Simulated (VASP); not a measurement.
Wanted: the native input for a VASP 6.6.1 run.

```yaml
Task: relaxation of shape and atoms at fixed volume
Functional: PBE
Potentials_or_basis: VASP PAW PBE potentials, release 64 (Pr, H, Rh_pv)
Cutoff: 600 eV
k_mesh: 6 × 6 × 6
Occupations: gaussian, width 0.1 eV
Spin: no spin polarisation
Dipole_correction: no
Further_INCAR_settings: ALGO = Normal; EDIFF = 1e-06; IBRION = 2; EDIFFG = -0.01; NSW = 50; ISIF = 4
```

The structure of PrHRh3 lies in POSCAR:

```
PrHRh3
1.0
    2.8935333767      1.6705822739      2.3649595494
   -2.8935333767      1.6705822739      2.3649595494
    0.0000000000     -3.3411645478      2.3649595494
Pr H Rh
1 1 3
Direct
    1.0007504772      1.0007504772      1.0007504772
    0.5487167263      0.5487167263      0.5487167263
    0.4996593545      0.0048799074      0.4996593545
    0.4996593545      0.4996593545      0.0048799074
    0.0048799074      0.4996593545      0.4996593545
```

The input as run:

INCAR

```
PREC = Accurate
ENCUT = 600
EDIFF = 1E-6
ISMEAR = 0
SIGMA = 0.1
LREAL = False
LASPH = True
NELM = 60
ALGO = Normal
ISIF = 4
LWAVE = False
LCHARG = False
GGA = PE
IBRION = 2
NSW = 50
EDIFFG = -0.01
```

KPOINTS

```
Automatic mesh
0
Gamma
  6 6 6
```

Potentials or basis: VASP PAW PBE potentials, release 64 (Pr, H, Rh_pv).

Command:

```console
$ cat potpaw_PBE.64/Pr/POTCAR potpaw_PBE.64/H/POTCAR potpaw_PBE.64/Rh_pv/POTCAR > POTCAR
$ mpirun -np 1 vasp_std > vasp.out
```

Results of the run:

| Quantity | Value |
| --- | --- |
| Energy gained by relaxing | 1.4 meV/atom |
| Ionic steps | 15 |
| Pressure after relaxing | -0.9 GPa |
| Band gap on the k mesh | zero (an odd number of electrons rules out a gap without spin polarisation) |

Caveat: the highest band is partly filled, so the run has too few bands; spin-orbit coupling is left out, which moves the levels of the heavy elements; semilocal functionals describe open f shells poorly, which spoils levels, moments and volumes.

It took 28 min on 1 thread of Intel(R) Xeon(R) Platinum 8375C CPU @ 2.90GHz (Ice Lake), with other jobs on the host, peak memory 0.27 GiB.
